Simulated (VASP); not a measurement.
# SiNi (WC type) (P-6m2) in VASP: notebook, part 2 of 2

VASP 6.6.1.

## 7. Single point, PBE

This run uses another cell than the first one, of 12.31 Å³/atom.

INCAR

```
SYSTEM = SiNi
ALGO     = Normal         ! electronic algorithm
EDIFF    = 1E-6           ! SCF threshold, eV
ENCUT    = 690            ! plane-wave cutoff, eV
GGA      = PE             ! functional
GGA_COMPAT= .FALSE.      
ISIF     = 2              ! what is computed and relaxed
ISMEAR   = -1             ! smearing method
LASPH    = .TRUE.         ! aspherical terms in the spheres
LCHARG   = .TRUE.         ! write CHGCAR
LELF     = .TRUE.         ! ELF
LREAL    = .FALSE.        ! projectors in reciprocal space
LVHAR    = .TRUE.       
LWAVE    = .FALSE.        ! write WAVECAR
NBANDS   = 18             ! bands
NELM     = 120            ! most SCF steps
PREC     = Accurate       ! precision mode
SIGMA    = 0.1            ! smearing width, eV
```

KPOINTS

```
k-points
0
G
  14 14 13
  0 0 0
```

POSCAR

```
SiNi
1.0
    3.3952366737      0.0000000000      0.0000000000
   -1.6976183368      2.9403612113      0.0000000000
    0.0000000000      0.0000000000      2.4657203203
Ni Si
1 1
Direct
    0.0000000000      0.0000000000      0.0000000000
    0.3333333333      0.6666666667      0.5000000000
```

Potentials or basis: VASP PAW PBE potentials, release 64 (Ni_sv_GW, Si).

Command:

```sh
$ cat potpaw_PBE.64/Ni_sv_GW/POTCAR potpaw_PBE.64/Si/POTCAR > POTCAR
$ mpirun -np 1 vasp_std > vasp.out
```

OUTCAR:

```text
SYSTEM = SiNi
   EDIFF = 1E-6
   ENCUT = 690
   GGA = PE
   ISIF = 2
   ISMEAR = -1
   LASPH = .TRUE.
   LREAL = .FALSE.
   NELM = 120
   PREC = Accurate

 ion  position               nearest neighbor table
   1  0.000  0.000  0.000-   2 2.32   2 2.32   2 2.32   2 2.32   2 2.32   2 2.32
   2  0.333  0.667  0.500-   1 2.32   1 2.32   1 2.32   1 2.32   1 2.32   1 2.32

  LATTYP: Found a hexagonal cell.
 ALAT       =     3.3952366737
 C/A-ratio  =     0.7262292904

  Lattice vectors:

 A1 = (   3.3952366737,   0.0000000000,   0.0000000000)
 A2 = (  -1.6976183368,   2.9403612113,   0.0000000000)
 A3 = (   0.0000000000,   0.0000000000,   2.4657203203)

Analysis of symmetry for initial positions (statically):
=====================================================================
 Subroutine PRICEL returns:
 Original cell was already a primitive cell.

 Routine SETGRP: Setting up the symmetry group for a
 hexagonal supercell.

 Subroutine GETGRP returns: Found 12 space group operations
 (whereof 12 operations were pure point group operations)
 out of a pool of 24 trial point group operations.

The static configuration has the point symmetry D_3h.

[... 158 lines left out ...]
  energy without entropy =      -12.54153393  energy(sigma->0) =      -12.55653304

 E-fermi :   9.3317     XC(G=0): -12.2947

 val. band max:        9.3272355634   @ k =   0.2143   0.0714   0.1538
 cond. band min:       9.3454910100   @ k =   0.2143   0.0714   0.3846
 fundamental gap:      0.0182554466
 Fermi energy:         9.3316851975

 k-point     1 :       0.0000    0.0000    0.0000
  band No.  band energies     occupation
      1     -94.4596      2.00000
      2     -54.8552      2.00000
      3     -54.8370      2.00000
      4     -54.8370      2.00000
      5      -3.5948      2.00000
      6       5.3426      2.00000
[... 481 lines left out ...]
      5      -0.5813      2.00000
      6       2.7047      2.00000
[... 10 lines left out ...]
     17      25.5532      0.00000
     18      25.9647      0.00000

 [... further k-points ...]

------------------------ aborting loop because EDIFF is reached ----------------------------------------

  FORCE on cell =-STRESS in cart. coord.  units (eV):
  Direction    XX          YY          ZZ          XY          YZ          ZX
  --------------------------------------------------------------------------------------
  -------------------------------------------------------------------------------------
  Total        1.6350546      1.6350546      1.6171673      0.0000000      0.0000000     -0.0000000
  in kB      106.4212331    106.4212331    105.2570005      0.0000000      0.0000000     -0.0000000
  external PRESSURE =     106.0331556 kB  Pullay stress =       0.0000000 kB

 VOLUME and BASIS-vectors are now :
 -----------------------------------------------------------------------------
  energy-cutoff  :      690.00
  volume of cell :       24.62
      direct lattice vectors                 reciprocal lattice vectors
     3.395236674  0.000000000  0.000000000     0.294530278  0.170047135  0.000000000
    -1.697618337  2.940361211  0.000000000     0.000000000  0.340094270  0.000000000
     0.000000000  0.000000000  2.465720320     0.000000000  0.000000000  0.405561000

 POSITION                                       TOTAL-FORCE (eV/Angst)
 -----------------------------------------------------------------------------------
      0.00000      0.00000      0.00000        -0.000000      0.000000      0.000000
     -0.00000      1.96024      1.23286         0.000000     -0.000000      0.000000
 -----------------------------------------------------------------------------------
    total drift:                               -0.000000      0.000000      0.000000

  FREE ENERGIE OF THE ION-ELECTRON SYSTEM (eV)
  ---------------------------------------------------
  free  energy   TOTEN  =       -12.5715321441 eV

  energy  without entropy=      -12.5415339322  energy(sigma->0) =      -12.55653304
```

OSZICAR:

```text
N       E                     dE             d eps       ncg     rms          rms(c)
DAV:   1     0.200546593013E+03    0.20055E+03   -0.14183E+04  8494   0.422E+03
DAV:   2    -0.505374751121E+01   -0.20560E+03   -0.19792E+03  9174   0.844E+02
DAV:   3    -0.182586846100E+02   -0.13205E+02   -0.12856E+02  9926   0.319E+02
DAV:   4    -0.187622407983E+02   -0.50356E+00   -0.49928E+00 10166   0.493E+01
DAV:   5    -0.187780692062E+02   -0.15828E-01   -0.15814E-01  9486   0.484E+00    0.250E+01
DAV:   6    -0.295052663816E+02   -0.10727E+02   -0.16757E+02  8876   0.833E+02    0.309E+01
DAV:   7    -0.127557019137E+02    0.16750E+02   -0.43703E+01  8534   0.495E+02    0.626E+00
DAV:   8    -0.125843834104E+02    0.17132E+00   -0.23199E+00  9712   0.714E+01    0.200E+00
DAV:   9    -0.125778604865E+02    0.65229E-02   -0.90796E-02  9820   0.133E+01    0.803E-01
DAV:  10    -0.125726545924E+02    0.52059E-02   -0.32845E-02 10392   0.119E+01    0.374E-01
DAV:  11    -0.125715328430E+02    0.11217E-02   -0.41733E-03  9574   0.396E+00    0.139E-01
DAV:  12    -0.125715328057E+02    0.37284E-07   -0.10034E-04  9488   0.181E-01    0.403E-02
DAV:  13    -0.125715321441E+02    0.66167E-06   -0.32294E-06  8152   0.661E-02
   1 F= -.12571532E+02 E0= -.12556533E+02  d E =-.299982E-01
```

stdout:

```text
POSCAR found type information on POSCAR NiSi
 POSCAR found :  2 types and       2 ions
 scaLAPACK will be used
 LDA part: xc-table for (Slater+PW92), standard interpolation
 POSCAR, INCAR and KPOINTS ok, starting setup
 FFT: planning ... GRIDC
 FFT: planning ... GRID_SOFT
 FFT: planning ... GRID
 WAVECAR not read
 entering main loop
```

Wall time 54 s (1 thread of Intel Xeon 6975P-C (Granite Rapids), shared host); peak memory 0.28 GiB.

What came out:

* Free energy: -12.5715 eV
* Pressure: 10.6 GPa
* Band gap on the k mesh: zero (bands 11 and 12 overlap by 5.19 eV)

Levels at points of the mesh, in eV from the Fermi level:
```csv
k point,band 7,band 8,band 9,band 10,band 11,band 12,band 13,band 14,band 15,band 16
"(0.00, 0.00, 0.00)",-3.83,-3.83,-1.75,-1.75,2.93,2.93,5.21,6.53,6.53,9.11
"(0.50, 0.00, 0.00)",-3.87,-2.70,-2.11,-1.99,-1.81,-0.71,4.75,11.58,11.86,14.34
```

Caveat: the cell stands under pressure.

## 8. Overview

```csv
cell,gap on the mesh (eV),pressure (GPa)
"a = 2.233, b = 2.233, c = 3.335 Å, angles 90.0, 90.0, 120.0°, 2 atoms",none,242.7
"a = 3.298, b = 3.298, c = 2.447 Å, angles 90.0, 90.0, 120.0°, 2 atoms",none,24.8
"a = 3.487, b = 3.487, c = 2.487 Å, angles 90.0, 90.0, 120.0°, 2 atoms",none,-0.7
"a = 3.157, b = 3.157, c = 2.427 Å, angles 90.0, 90.0, 120.0°, 2 atoms",none,54.4
"a = 3.395, b = 3.395, c = 2.466 Å, angles 90.0, 90.0, 120.0°, 2 atoms",none,10.6
```

Alike in all rows: task single point; level PBE; potentials or basis VASP PAW PBE potentials, release 64 (Ni_sv_GW, Si); no spin polarisation; k mesh 14 × 14 × 13; cutoff (eV) 690; smearing fermi-dirac 0.1 eV.

Caveats: the cell stands under pressure (at least some runs).

Total energies depend on the potentials used, so only differences within one code and one set of settings carry meaning.

The gap in the log of VASP goes by the Fermi energy; the results here count the filled bands.